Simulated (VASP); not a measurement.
Input of a VASP 6.6.1 run:

The input POSCAR:

```
GaN
1.0
    3.1828303142      0.0000000001      0.0000000000
   -1.5914151572      2.7564119080      0.0000000000
    0.0000000000      0.0000000000      5.1844465580
Ga N
2 2
Direct
    0.3333333333      0.6666666667     -0.0008277438
    0.6666666667      0.3333333333      0.4991722562
    0.3333333333      0.6666666667      0.3758277438
    0.6666666667      0.3333333333      0.8758277438
```

Contents of INCAR.step1:

```
ALGO = Normal
EDIFF = 1E-4
ENCUT = 600
GGA = PE
ISMEAR = 0
LASPH = True
LCHARG = False
LREAL = False
LWAVE = True
NELM = 60
PREC = Accurate
SIGMA = 0.05
```

The input INCAR.step2:

```
ALGO = Normal
EDIFF = 1E-6
EDIFFG = -0.01
ENCUT = 600
IBRION = 2
ISIF = 4
ISMEAR = 0
ISTART = 1
LASPH = True
LCHARG = False
LMIXTAU = True
LREAL = False
LWAVE = False
METAGGA = R2SCAN
NELM = 60
NSW = 60
PREC = Accurate
SIGMA = 0.05
```

The input KPOINTS:

```
k-points
0
Gamma
  8 8 6
```

Potentials or basis: VASP PAW PBE potentials, release 64 (Ga_d, N).

The run is started by

```sh
$ cat potpaw_PBE.64/Ga_d/POTCAR potpaw_PBE.64/N/POTCAR > POTCAR
$ cp INCAR.step1 INCAR
$ mpirun -np 1 vasp_std > vasp.out
$ cp INCAR.step2 INCAR
$ mpirun -np 1 vasp_std > vasp.out
```

(1) What does it give for the band gap on the k mesh?

Results:

(1) 2.34 eV.

Caveat: the relaxation stopped at its first step, so nothing moved.
